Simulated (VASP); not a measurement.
# HC12 in VASP: single point with PBE+D3(BJ)

Aim: the single point of HC12 with PBE+D3(BJ).

Everything below comes from runs of VASP 6.6.1. Logs are shortened: lines on timing, memory, paths and dates and some standing lists are left out, and cuts for length are marked.

## 1. The cell of the first run

The cell holds a slab with vacuum, 13 atoms: a = 4.931 Å, b = 4.010 Å, c = 21.601 Å, α = 90.00°, β = 90.00°, γ = 90.00°.

## 2. Single point, PBE+D3(BJ), collinear spin

File INCAR:

```
SYSTEM = HC12
ALGO = Normal
DIPOL = 0.5 0.5 0.302
EDIFF = 1E-6
ENCUT = 520
GGA = PE
IDIPOL = 3
ISIF = 2
ISMEAR = 0
ISPIN = 2
IVDW = 12
KPAR = 4
LASPH = .TRUE.
LCHARG = .FALSE.
LDIPOL = .TRUE.
LORBIT = 11
LREAL = .FALSE.
LWAVE = .FALSE.
MAGMOM = 0 0 0 0 0 0 0 0 0 0 0 0 1
NBANDS = 40
NELM = 150
PREC = Accurate
SIGMA = 0.05
```

File KPOINTS:

```
k-points
0
G
  6 7 1
  0 0 0
```

File POSCAR:

```
HC12
1.0
    4.9311586502      0.0000000000      0.0000000000
    0.0000000000      4.0098697767      0.0000000000
    0.0000000000      0.0000000000     21.6014232414
C H
12 1
Direct
    0.2500000000      0.3776970832      0.1851729840
    0.7500000000      0.3776970832      0.1851729840
    0.0000000000      0.4720802753      0.2130426460
    0.5000000000      0.4720802753      0.2130426460
    0.0000000000      0.6609562027      0.2688143161
    0.5000000000      0.6609562027      0.2688143161
    0.2500000000      0.7503681903      0.2962457608
    0.7500000000      0.7503681903      0.2962457608
    0.2500000000      0.9412921293      0.3552728042
    0.7500000000      0.9412921293      0.3552728042
    0.0000000000      0.0234303656      0.3796705036
    0.5000000000      0.0234303656      0.3796705036
    0.0833333333      0.1900970322      0.5231795662
```

Potentials or basis: VASP PAW PBE potentials, release 64 (C, H).

The run is started by

```sh
> cat potpaw_PBE.64/C/POTCAR potpaw_PBE.64/H/POTCAR > POTCAR
> mpirun -np 4 vasp_std > vasp.out
```

OUTCAR:

```text
SYSTEM = HC12
   EDIFF = 1E-6
   ENCUT = 520
   GGA = PE
   ISIF = 2
   ISMEAR = 0
   ISPIN = 2
   IVDW = 12
   LASPH = .TRUE.
   LORBIT = 11
   LREAL = .FALSE.
   NELM = 150
   PREC = Accurate
 IVDW          = 12

 ion  position               nearest neighbor table
   1  0.250  0.378  0.185-   3 1.42   4 1.42
   2  0.750  0.378  0.185-   3 1.42   4 1.42
   3  0.000  0.472  0.213-   5 1.42   2 1.42   1 1.42
   4  0.500  0.472  0.213-   6 1.42   2 1.42   1 1.42
   5  0.000  0.661  0.269-   7 1.41   8 1.41   3 1.42
   6  0.500  0.661  0.269-   7 1.41   8 1.41   4 1.42
   7  0.250  0.750  0.296-   5 1.41   6 1.41   9 1.49
   8  0.750  0.750  0.296-   5 1.41   6 1.41  10 1.49
   9  0.250  0.941  0.355-  11 1.38  12 1.38   7 1.49
  10  0.750  0.941  0.355-  11 1.38  12 1.38   8 1.49
  11  0.000  0.023  0.380-   9 1.38  10 1.38
  12  0.500  0.023  0.380-   9 1.38  10 1.38
  13  0.083  0.190  0.523-

  LATTYP: Found a simple orthorhombic cell.
 ALAT       =     4.0098697767
 B/A-ratio  =     1.2297553100
 C/A-ratio  =     5.3870635318

  Lattice vectors:

 A1 = (   0.0000000000,  -4.0098697767,   0.0000000000)
 A2 = (   4.9311586502,   0.0000000000,   0.0000000000)
 A3 = (   0.0000000000,   0.0000000000,  21.6014232414)

Analysis of symmetry for initial positions (statically):
=====================================================================
 Subroutine PRICEL returns:
 Original cell was already a primitive cell.

 Routine SETGRP: Setting up the symmetry group for a
 simple orthorhombic supercell.

 Subroutine GETGRP returns: Found  1 space group operations
 (whereof  1 operations were pure point group operations)
 out of a pool of  8 trial point group operations.

The static configuration has the point symmetry C_1 .

Analysis of symmetry for dynamics (positions and initial velocities):
=====================================================================
 Subroutine PRICEL returns:
 Original cell was already a primitive cell.

 Routine SETGRP: Setting up the symmetry group for a
 simple orthorhombic supercell.

 Subroutine GETGRP returns: Found  1 space group operations
 (whereof  1 operations were pure point group operations)
 out of a pool of  8 trial point group operations.

The dynamic configuration has the point symmetry C_1 .

Analysis of structural, dynamic, and magnetic symmetry:
=====================================================================
 Subroutine PRICEL returns:
 Original cell was already a primitive cell.

 Routine SETGRP: Setting up the symmetry group for a
 simple orthorhombic supercell.

 Subroutine GETGRP returns: Found  1 space group operations
 (whereof  1 operations were pure point group operations)
 out of a pool of  8 trial point group operations.

The overall configuration has the point symmetry C_1 .

 Subroutine INISYM returns: Found  1 space group operations
 (whereof  1 operations are pure point group operations),
 and found     1 'primitive' translations

----------------------------------------------------------------------------------------

                                     Primitive cell

  volume of cell :     427.1315

  direct lattice vectors                    reciprocal lattice vectors
     4.931158650  0.000000000  0.000000000     0.202792096  0.000000000  0.000000000
     0.000000000  4.009869777  0.000000000     0.000000000  0.249384657  0.000000000
     0.000000000  0.000000000 21.601423241     0.000000000  0.000000000  0.046293246

  length of vectors
     4.931158650  4.009869777 21.601423241     0.202792096  0.249384657  0.046293246

  position of ions in fractional coordinates (direct lattice)
     0.250000000  0.377697083  0.185172984
     0.750000000  0.377697083  0.185172984
     0.000000000  0.472080275  0.213042646
     0.500000000  0.472080275  0.213042646
     0.000000000  0.660956203  0.268814316
     0.500000000  0.660956203  0.268814316
     0.250000000  0.750368190  0.296245761
     0.750000000  0.750368190  0.296245761
     0.250000000  0.941292129  0.355272804
     0.750000000  0.941292129  0.355272804
     0.000000000  0.023430366  0.379670504
[... 94 lines left out ...]
   ISYM   =      2    0-nonsym 1-usesym 2-fastsym
   POTIM  = 0.5000    time-step for ionic-motion
   TEBEG  =    0.0;   TEEND  =   0.0 temperature during run
   PSTRESS=    0.0 pullay stress
   NELECT =      49.0000    total number of electrons
   NUPDOWN=      -1.0000    fix difference up-down
   EMIN   =  10.00;   EMAX   =-10.00  energy-range for DOS
   EFERMI =   0.00;   METHOD = LEGACY
   ISMEAR =     0;   SIGMA  =   0.05  broadening in eV -4-tet -1-fermi 0-gaus
   EFERMI_NEDOS =   21; number of points for ismear=-14 and -15
   IALGO  =     38    algorithm
   IMIX   =      4    mixing-type and parameters
     AMIX     =   0.40;   BMIX     =  1.00
     AMIX_MAG =   1.60;   BMIX_MAG =  1.00
  volume/ion in A,a.u.               =      32.86       221.73
  Fermi-wavevector in a.u.,A,eV,Ry     =   0.795462  1.503206  8.609228  0.632760
  Thomas-Fermi vector in A             =   1.901795
   LORBIT       =     11    0 simple, 1 ext, 2 COOP (PROOUT), +10 PAW based schemes
   GGA     = PE    functional components
   LHFCALC =     F    Hartree Fock is set to
   AEXX    =    0.0000 exact exchange contribution
   IVDW    =    12    specifies the selected vdW correction
   LEPSILON=     F    determine dielectric tensor
   LRPA    =     F    only Hartree local field effects (RPA)
 spin polarized calculation
 Gauss-broadening in eV      SIGMA  =   0.05
  energy-cutoff  :      520.00
  volume of cell :      427.13
 maximum number of plane-waves:     11558
 NGX is ok and might be reduce to    40
   NGX = 19   NGY = 15   NGZ = 81

 dipolmoment           0.000000      0.000000      0.132395 electrons x Angstroem

 number of electron      49.0000007 magnetization       1.0541957

 dipolmoment           0.000000      0.000000     -0.051888 electrons x Angstroem

 Free energy of the ion-electron system (eV)
  ---------------------------------------------------
  ext. energy  EPLUGINS =         0.00000000
  ---------------------------------------------------
  free energy    TOTEN  =       -99.32307533 eV

  energy without entropy =      -99.30994782  energy(sigma->0) =      -99.31651158

 E-fermi :  -3.2593     XC(G=0):  -3.5489

 val. band max:       -3.2621456779   @ k =   0.1667   0.1429   0.0000
 cond. band min:      -3.2586064876   @ k =   0.1667   0.4286   0.0000
 fundamental gap:      0.0035391903
 Fermi energy:        -3.2592864134

 spin component 1

 k-point     1 :       0.0000    0.0000    0.0000
  band No.  band energies     occupation
      1     -22.1301      1.00000
      2     -20.4036      1.00000
      3     -18.0491      1.00000
      4     -17.9678      1.00000
      5     -17.8399      1.00000
      6     -16.1530      1.00000
[... 847 lines left out ...]
     35       4.4619      0.00000
     36       4.9038      0.00000
 Fermi energy:        -3.2592864134

 spin component 2

 k-point     1 :       0.0000    0.0000    0.0000
  band No.  band energies     occupation
      1     -22.1362      1.00000
      2     -20.4188      1.00000
      3     -18.0169      1.00000
      4     -17.9272      1.00000
      5     -17.8891      1.00000
      6     -16.3220      1.00000
[... 847 lines left out ...]
     35       4.8689      0.00000
     36       5.1863      0.00000
 [bands above 36 left out]

------------------------ aborting loop because EDIFF is reached ----------------------------------------

 vacuum level on the upper side and lower side of the slab       (xc-potential included)        -0.220         0.242

 Edisp (eV)   -1.31407

 E8    (eV) :    -0.3896

  FORCE on cell =-STRESS in cart. coord.  units (eV):
  Direction    XX          YY          ZZ          XY          YZ          ZX
  --------------------------------------------------------------------------------------
  -------------------------------------------------------------------------------------
  Total      -0.61341     0.16095     0.67584     0.12246     0.60214     0.16537
  in kB      -2.30091     0.60373     2.53510     0.45936     2.25865     0.62030
  external pressure =        0.28 kB  Pullay stress =        0.00 kB

 VOLUME and BASIS-vectors are now :
 -----------------------------------------------------------------------------
  energy-cutoff  :      520.00
  volume of cell :      427.13
      direct lattice vectors                 reciprocal lattice vectors
     4.931158650  0.000000000  0.000000000     0.202792096  0.000000000  0.000000000
     0.000000000  4.009869777  0.000000000     0.000000000  0.249384657  0.000000000
     0.000000000  0.000000000 21.601423241     0.000000000  0.000000000  0.046293246

 POSITION                                       TOTAL-FORCE (eV/Angst)
 -----------------------------------------------------------------------------------
      1.23279      1.51452      4.00000        -0.101702      0.323483      0.753659
      3.69837      1.51452      4.00000         0.021945      1.342743      2.101123
      0.00000      1.89298      4.60202         0.300529     -1.493225     -2.675065
      2.46558      1.89298      4.60202        -0.258811     -1.490220     -2.612252
      0.00000      2.65035      5.80677        -0.190329      0.551880      1.106344
      2.46558      2.65035      5.80677         0.213771      0.567019      1.080510
      1.23279      3.00888      6.39933        -0.143616      0.214215      0.287980
      3.69837      3.00888      6.39933         0.127609      0.157565      0.253359
      1.23279      3.77446      7.67440         0.170880     -0.341475     -0.484505
      3.69837      3.77446      7.67440        -0.248352     -0.201435     -0.312241
      0.00000      0.09395      8.20142         0.013346     -0.014085      0.013527
      2.46558      0.09395      8.20142         0.105458      0.404105      0.641699
      0.41093      0.76226     11.30142        -0.010729     -0.020571     -0.154138
 -----------------------------------------------------------------------------------
    total drift:                                0.000004     -0.000020     -0.000266

  FREE ENERGIE OF THE ION-ELECTRON SYSTEM (eV)
  ---------------------------------------------------
  free  energy   TOTEN  =      -100.6371465711 eV

  energy  without entropy=     -100.6240190659  energy(sigma->0) =     -100.63058282

 vacuum level on the upper side and lower side of the slab         2.324         2.795

 total charge

# of ion       s       p       d       tot
------------------------------------------
    1        0.900   1.543   0.000   2.443
    2        0.888   1.532   0.000   2.420
    3        0.869   1.765   0.000   2.633
    4        0.866   1.767   0.000   2.634
    5        0.874   1.781   0.000   2.655
    6        0.871   1.784   0.000   2.655
    7        0.865   1.745   0.000   2.610
    8        0.870   1.738   0.000   2.609
    9        0.868   1.784   0.000   2.652
   10        0.871   1.782   0.000   2.652
   11        0.903   1.598   0.000   2.501
   12        0.907   1.609   0.000   2.516
   13        0.374   0.000   0.000   0.374
--------------------------------------------------
tot         10.926  20.428   0.000  31.355

 magnetization (x)

# of ion       s       p       d       tot
------------------------------------------
    1        0.001  -0.002   0.000  -0.002
    2        0.083   0.396   0.000   0.479
    3        0.001   0.001   0.000   0.002
    4        0.003  -0.000   0.000   0.002
    5        0.005   0.031   0.000   0.036
    6        0.004   0.022   0.000   0.026
    7       -0.006  -0.028   0.000  -0.034
    8       -0.007  -0.036   0.000  -0.042
    9       -0.003   0.007   0.000   0.004
   10       -0.002   0.006   0.000   0.004
   11       -0.055  -0.352   0.000  -0.407
   12       -0.004  -0.016   0.000  -0.020
   13        0.372  -0.000   0.000   0.372
--------------------------------------------------
tot          0.391   0.028   0.000   0.419
```

It took 28 min on 4 MPI ranks of Oxide Virtual Turin-like, shared host; peak memory 0.98 GiB.

What came out:

```
Free energy                                           : -100.6371 eV
Largest force                                         : 3.078 eV/Å
Net moment                                            : 1.05 μB per cell
Site moments                                          : C -0.00, +0.48, +0.00, +0.04, +0.03, -0.03, -0.04, -0.41, -0.02 (each value once); H +0.37 μB
Valence electrons inside the program's atomic spheres : C 2.44, 2.42, 2.63, 2.65, 2.61, 2.50, 2.52 (each value once); H 0.37
Dispersion energy per atom                            : -0.101 eV
```

Forces in eV/Å, atoms in the order of the input:
```
C   -0.102  0.323  0.754
C    0.022  1.343  2.101
C    0.301 -1.493 -2.675
C   -0.259 -1.490 -2.612
C   -0.190  0.552  1.106
C    0.214  0.567  1.081
C   -0.144  0.214  0.288
C    0.128  0.158  0.253
C    0.171 -0.341 -0.485
C   -0.248 -0.201 -0.312
C    0.013 -0.014  0.014
C    0.105  0.404  0.642
H   -0.011 -0.021 -0.154
```

Caveat: a moment this small can come from the mesh or the smearing.
